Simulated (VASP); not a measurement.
# Ir (Fm-3m) in VASP: further runs

Runs on Ir. Level: PBEsol. Tasks: single point.

Program: VASP 6.6.1. These are calculated values, not measurements. Logs are shortened: lines on timing, memory, paths and dates and some standing lists are left out, and cuts for length are marked.

**1. The cell of the first run**

It takes space group Fm-3m (No. 225, cubic). The conventional cell has a = 3.830 Å, b = 3.830 Å, c = 3.830 Å, α = 90.00°, β = 90.00°, γ = 90.00°. Ir (site symmetry m-3m) has 12 Ir at 2.71 Å within 3.6 Å.

**2. Single point, PBEsol**

Input file INCAR:

```
PREC = Accurate
ENCUT = 520
EDIFF = 1E-6
ISMEAR = 0
SIGMA = 0.15
LREAL = F
LASPH = T
NELM = 60
ALGO = Fast
ISIF = 2
LWAVE = F
LCHARG = F
GGA = PS
ISYM = 0
NBANDS = 16
```

Input file KPOINTS:

```
regular mesh
0
Gamma
  12 12 14
```

Input file POSCAR:

```
Ir
1.0
    0.0000000000     -1.9151152069     -1.9151152069
   -1.9151152069      0.0000000000     -1.9151152069
    1.9151152069      1.9151152069     -3.8302304139
Ir
2
Direct
    0.5000000000      0.5000000000      0.5000000000
    0.0000000000      0.0000000000      0.0000000000
```

Potentials or basis: VASP PAW PBE potentials, release 64 (Ir).

Launch:

```sh
$ cat potpaw_PBE.64/Ir/POTCAR > POTCAR
$ mpirun -np 1 vasp_std > vasp.out
```

OUTCAR:

```text
PREC = Accurate
   ENCUT = 520
   EDIFF = 1E-6
   ISMEAR = 0
   LREAL = F
   LASPH = T
   NELM = 60
   ISIF = 2
   GGA = PS
   ISYM = 0

 ion  position               nearest neighbor table
   1  0.500  0.500  0.500-   2 2.71   2 2.71   2 2.71   2 2.71   2 2.71   2 2.71
   2  0.000  0.000  0.000-   1 2.71   1 2.71   1 2.71   1 2.71   1 2.71   1 2.71

IMPORTANT INFORMATION: All symmetrisations will be switched off!
NOSYMM: (Re-)initialisation of all symmetry stuff for point group C_1.

----------------------------------------------------------------------------------------

                                     Primitive cell

  volume of cell :      28.0960

  direct lattice vectors                    reciprocal lattice vectors
     0.000000000 -1.915115207 -1.915115207     0.130540450 -0.391621349 -0.130540450
    -1.915115207  0.000000000 -1.915115207    -0.391621349  0.130540450 -0.130540450
     1.915115207  1.915115207 -3.830230414     0.130540450  0.130540450 -0.130540450

  length of vectors
     2.708381899  2.708381899  4.691055056     0.432953691  0.432953691  0.226102691

  position of ions in fractional coordinates (direct lattice)
     0.500000000  0.500000000  0.500000000
     0.000000000  0.000000000  0.000000000

  ion indices of the primitive-cell ions
   primitive index   ion index
                 1           1
                 2           2

----------------------------------------------------------------------------------------

 KPOINTS: regular mesh

Automatic generation of k-mesh.
 Grid dimensions read from file:
 generate k-points for:   12   12   14

 Generating k-lattice:

  Cartesian coordinates                     Fractional coordinates (reciprocal lattice)
     0.010878371 -0.032635112 -0.010878371     0.083333333  0.000000000 -0.000000000
    -0.032635112  0.010878371 -0.010878371     0.000000000  0.083333333 -0.000000000
     0.009324318  0.009324318 -0.009324318     0.000000000  0.000000000  0.071428571

  Length of vectors
     0.036079474  0.036079474  0.016150192

  Shift w.r.t. Gamma in fractional coordinates (k-lattice)
     0.000000000  0.000000000  0.000000000

 -----------------------------------------------------------------------------
|                                                                             |
|           W    W    AA    RRRRR   N    N  II  N    N   GGGG   !!!           |
|           W    W   A  A   R    R  NN   N  II  NN   N  G    G  !!!           |
[... 68 lines left out ...]
   EDIFF  = 0.1E-05   stopping-criterion for ELM
   LREAL  =      F    real-space projection
   EDIFFG = 0.1E-04   stopping-criterion for IOM
   NSW    =      0    number of steps for IOM
   IBRION =     -1    ionic relax: 0-MD 1-quasi-New 2-CG
   NFREE  =      0    steps in history (QN), initial steepest desc. (CG)
   ISIF   =      2    stress and relaxation
   ISYM   =      0    0-nonsym 1-usesym 2-fastsym
   POTIM  = 0.5000    time-step for ionic-motion
   TEBEG  =    0.0;   TEEND  =   0.0 temperature during run
   PSTRESS=    0.0 pullay stress
   NELECT =      18.0000    total number of electrons
   NUPDOWN=      -1.0000    fix difference up-down
   EMIN   =  10.00;   EMAX   =-10.00  energy-range for DOS
   EFERMI =   0.00;   METHOD = LEGACY
   ISMEAR =     0;   SIGMA  =   0.15  broadening in eV -4-tet -1-fermi 0-gaus
   EFERMI_NEDOS =   21; number of points for ismear=-14 and -15
   IALGO  =     68    algorithm
   IMIX   =      4    mixing-type and parameters
     AMIX     =   0.40;   BMIX     =  1.00
     AMIX_MAG =   1.60;   BMIX_MAG =  1.00
  volume/ion in A,a.u.               =      14.05        94.80
  Fermi-wavevector in a.u.,A,eV,Ry     =   1.411294  2.666959 27.099406  1.991750
  Thomas-Fermi vector in A             =   2.533160
   LORBIT       =      0    0 simple, 1 ext, 2 COOP (PROOUT), +10 PAW based schemes
   GGA     = PS    functional components
   LHFCALC =     F    Hartree Fock is set to
   AEXX    =    0.0000 exact exchange contribution
   IVDW    =     0    specifies the selected vdW correction
   LEPSILON=     F    determine dielectric tensor
   LRPA    =     F    only Hartree local field effects (RPA)
 non-spin polarized calculation
 RMM-DIIS sequential band-by-band and
 Gauss-broadening in eV      SIGMA  =   0.15
  energy-cutoff  :      520.00
  volume of cell :       28.10
 maximum number of plane-waves:       769
   NGX =  9   NGY =  9   NGZ = 17

 number of electron      18.0000001 magnetization

 Free energy of the ion-electron system (eV)
  ---------------------------------------------------
  ext. energy  EPLUGINS =         0.00000000
  ---------------------------------------------------
  free energy    TOTEN  =       -19.66584986 eV

  energy without entropy =      -19.65009706  energy(sigma->0) =      -19.65797346

 E-fermi :  10.3657     XC(G=0): -14.1434

 val. band max:       10.3568911579   @ k =  -0.1667  -0.3333   0.0714
 cond. band min:      10.3669023045   @ k =   0.3333   0.0833   0.2857
 fundamental gap:      0.0100111466
 Fermi energy:        10.3657187866

 k-point     1 :       0.0000    0.0000    0.0000
  band No.  band energies     occupation
      1      -0.8981      2.00000
      2       2.1504      2.00000
      3       6.3186      2.00000
      4       6.3188      2.00000
      5       6.4208      2.00000
      6       6.4213      2.00000
[... 433 lines left out ...]
      3       4.7765      2.00000
      4       5.1864      2.00000
      5       5.5988      2.00000
      6       6.6529      2.00000
[... 8 lines left out ...]
     15      24.7689      0.00000
     16      26.2033      0.00000

 [... further k-points ...]

------------------------ aborting loop because EDIFF is reached ----------------------------------------

  FORCE on cell =-STRESS in cart. coord.  units (eV):
  Direction    XX          YY          ZZ          XY          YZ          ZX
  --------------------------------------------------------------------------------------
  -------------------------------------------------------------------------------------
  Total        0.1475545      0.1475503      0.1530359      0.0306819     -0.0163853     -0.0163843
  in kB        8.4143047      8.4140694      8.7268828      1.7496387     -0.9343723     -0.9343144
  external PRESSURE =       8.5184189 kB  Pullay stress =       0.0000000 kB

 VOLUME and BASIS-vectors are now :
 -----------------------------------------------------------------------------
  energy-cutoff  :      520.00
  volume of cell :       28.10
      direct lattice vectors                 reciprocal lattice vectors
     0.000000000 -1.915115207 -1.915115207     0.130540450 -0.391621349 -0.130540450
    -1.915115207  0.000000000 -1.915115207    -0.391621349  0.130540450 -0.130540450
     1.915115207  1.915115207 -3.830230414     0.130540450  0.130540450 -0.130540450

 POSITION                                       TOTAL-FORCE (eV/Angst)
 -----------------------------------------------------------------------------------
      0.00000      0.00000     -3.83023        -0.000009     -0.000007      0.000004
      0.00000      0.00000      0.00000         0.000009      0.000007     -0.000004
 -----------------------------------------------------------------------------------
    total drift:                                0.000001      0.000001      0.000003

  FREE ENERGIE OF THE ION-ELECTRON SYSTEM (eV)
  ---------------------------------------------------
  free  energy   TOTEN  =       -19.6658498616 eV

  energy  without entropy=      -19.6500970611  energy(sigma->0) =      -19.65797346
```

OSZICAR:

```text
N       E                     dE             d eps       ncg     rms          rms(c)
DAV:   1     0.144308347210E+03    0.14431E+03   -0.83119E+03 32488   0.112E+03
DAV:   2    -0.171404518045E+02   -0.16145E+03   -0.14555E+03 32440   0.309E+02
DAV:   3    -0.208885939792E+02   -0.37481E+01   -0.37019E+01 43872   0.567E+01
DAV:   4    -0.209307969041E+02   -0.42203E-01   -0.42193E-01 36936   0.510E+00
DAV:   5    -0.209319643102E+02   -0.11674E-02   -0.11674E-02 45560   0.880E-01    0.227E+01
RMM:   6    -0.198633498355E+02    0.10686E+01   -0.11523E+00 32831   0.117E+01    0.866E+00
RMM:   7    -0.196728740504E+02    0.19048E+00   -0.61080E-01 33978   0.587E+00    0.208E+00
RMM:   8    -0.196752442528E+02   -0.23702E-02   -0.74628E-02 37033   0.293E+00    0.185E+00
RMM:   9    -0.196731694602E+02    0.20748E-02   -0.16775E-02 38371   0.929E-01    0.101E+00
RMM:  10    -0.196655960084E+02    0.75735E-02   -0.18640E-02 33825   0.181E+00    0.643E-01
RMM:  11    -0.196659017941E+02   -0.30579E-03   -0.10782E-03 36000   0.357E-01    0.473E-01
RMM:  12    -0.196659215987E+02   -0.19805E-04   -0.28263E-04 38963   0.107E-01    0.399E-01
RMM:  13    -0.196659289509E+02   -0.73522E-05   -0.40886E-05 39497   0.478E-02    0.417E-01
RMM:  14    -0.196659116043E+02    0.17347E-04   -0.22607E-05 36362   0.478E-02    0.265E-01
RMM:  15    -0.196658596504E+02    0.51954E-04   -0.11130E-04 47620   0.980E-02    0.559E-02
RMM:  16    -0.196658526396E+02    0.70108E-05   -0.10550E-05 39169   0.310E-02    0.233E-02
RMM:  17    -0.196658502313E+02    0.24083E-05   -0.44801E-06 33342   0.177E-02    0.120E-02
RMM:  18    -0.196658498616E+02    0.36975E-06   -0.22785E-06 24804   0.111E-02
   1 F= -.19665850E+02 E0= -.19657973E+02  d E =-.157528E-01
```

stdout:

```text
POSCAR found type information on POSCAR Ir
 POSCAR found :  1 types and       2 ions
 scaLAPACK will be used
 -----------------------------------------------------------------------------
|                                                                             |
|                                                                             |
[... 21 lines left out ...]
|     Results are often still useful ...                                      |
|                                                                             |
 -----------------------------------------------------------------------------

 POSCAR, INCAR and KPOINTS ok, starting setup
 FFT: planning ... GRIDC
 FFT: planning ... GRID_SOFT
 FFT: planning ... GRID
 WAVECAR not read
 entering main loop
```

It took 5.9 min on 1 thread of Intel Xeon Platinum 8259CL at 2.50GHz (Skylake/Cascade Lake), shared host; peak memory 0.47 GiB.

Results:

```yaml
Free_energy: -19.6658 eV
Pressure: 0.9 GPa
Band_gap_on_the_k_mesh: zero (bands 9 and 10 overlap by 2.90 eV)
```

Levels at points of the mesh, in eV from the Fermi level:
```csv
k point,band 7,band 8,band 9,band 10,band 11,band 12
"(0.00, 0.00, 0.00)",-3.94,-1.20,-1.20,-0.83,0.92,0.92
"(0.50, 0.00, 0.00)",-2.00,-2.00,1.08,1.08,3.90,3.90
"(0.00, 0.50, 0.00)",-2.00,-2.00,1.08,1.08,3.90,3.90
"(0.50, 0.50, 0.00)",0.89,0.91,0.92,1.50,1.50,1.65
"(0.00, 0.00, 0.50)",-3.49,-3.49,-1.02,-1.02,-1.02,-1.02
"(0.50, 0.00, 0.50)",0.90,0.91,0.92,1.50,1.50,1.65
"(0.00, 0.50, 0.50)",0.90,0.91,0.92,1.50,1.50,1.65
"(0.50, 0.50, 0.50)",-2.00,-2.00,1.08,1.08,3.90,3.90
```

Caveat: the PAW data sets were made with another functional, which shifts forces and pressure a little; spin-orbit coupling is left out, which moves the levels of the heavy elements.

**3. Single point, PBEsol**

This run uses another cell than the first one: it holds 8 atoms, not 2.

Input file INCAR:

```
SYSTEM = Ir
ALGO = Fast
EDIFF = 1E-7
ENCUT = 520
GGA = PS
ISIF = 2
ISMEAR = 0
LASPH = .True.
LCHARG = .False.
LREAL = .False.
LWAVE = .False.
NBANDS = 46
NELM = 100
PREC = Accurate
SIGMA = 0.15
```

Input file KPOINTS:

```
k-points
0
Gamma
  14 14 14
  0 0 0
```

Input file POSCAR:

```
Ir
1.0
   -3.8302304141      3.8302304141      0.0000000000
   -3.8302304141      0.0000000000      3.8302304141
    0.0000000000      3.8302304141      3.8302304141
Ir
8
Direct
    0.0000000000      0.0000000000      0.0000000000
    0.5000000000      0.0000000000      0.0000000000
    0.0000000000      0.5000000000      0.0000000000
    0.0000000000      0.0000000000      0.5000000000
    0.5000000000      0.5000000000      0.0000000000
    0.5000000000      0.0000000000      0.5000000000
    0.0000000000      0.5000000000      0.5000000000
    0.5000000000      0.5000000000      0.5000000000
```

Potentials or basis: VASP PAW PBE potentials, release 64 (Ir).

Launch:

```sh
$ cat potpaw_PBE.64/Ir/POTCAR > POTCAR
$ mpirun -np 1 vasp_std > vasp.out
```

Wall time 11 min (1 thread of Intel Xeon Platinum 8375C at 2.90GHz (Ice Lake), shared host); peak memory 0.5 GiB.

The run converged. Its results:

* Free energy: -78.5940 eV
* Pressure: 1.1 GPa
* Band gap on the k mesh: zero (bands 36 and 37 overlap by 2.31 eV)

Levels at points of the mesh, in eV from the Fermi level:
| k point | band 32 | band 33 | band 34 | band 35 | band 36 | band 37 | band 38 | band 39 | band 40 | band 41 |
| --- | --- | --- | --- | --- | --- | --- | --- | --- | --- | --- |
| (0.00, 0.00, 0.00) | 0.94 | 0.94 | 0.94 | 0.94 | 0.94 | 0.94 | 0.94 | 0.94 | 1.52 | 1.52 |
| (0.50, 0.00, 0.00) | -1.97 | -1.00 | -1.00 | -1.00 | -1.00 | 1.11 | 1.11 | 1.11 | 1.11 | 1.11 |
| (0.50, 0.50, 0.00) | -1.89 | -1.80 | -1.80 | -1.37 | -1.37 | -1.37 | -1.37 | -0.21 | -0.21 | 1.53 |

Caveat: the PAW data sets were made with another functional, which shifts forces and pressure a little; spin-orbit coupling is left out, which moves the levels of the heavy elements.
